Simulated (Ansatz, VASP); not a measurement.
**GaN in VASP and in Ansatz**

```xyz
4
Lattice="3.1833 0.0000 0.0000 -1.5916 2.7568 0.0000 0.0000 0.0000 5.1838" Properties=species:S:1:pos:R:3 pbc="T T T"
Ga    1.5916    0.9189    2.5873
Ga    0.0000    1.8379    5.1792
N     1.5916    0.9189    4.5405
N     0.0000    1.8379    1.9486
```

Alike in both runs: functional r2SCAN; k mesh 12 × 12 × 6; occupations gaussian, width 0.02 eV; no spin polarisation.

Ansatz relaxed the structure, and its values are those at the end. VASP's run is a single point on that final structure, the one shown.

|  | VASP | Ansatz |
| --- | --- | --- |
| version | VASP 6.6.1 | Ansatz 0.2.0 |
| potentials or method | VASP PAW PBE potentials, release 64 (Ga_d, N_h), cutoff 910 eV | scalar-relativistic, plane waves, PAW |
| valence electrons in the cell | 36 | 36 |

```tsv
	VASP	Ansatz	Ansatz less VASP
gap on the k mesh at the Fermi level (eV)	2.34	2.35	+0.011
least direct gap on the mesh (eV)	2.34	2.35	+0.011
```

VASP's potentials were made for PBE, not for r2SCAN. The functional is the same, so the differences come from potentials, cutoffs and numerics.

Noted on VASP's run: the cutoff is short for stress, so the pressure is rough.
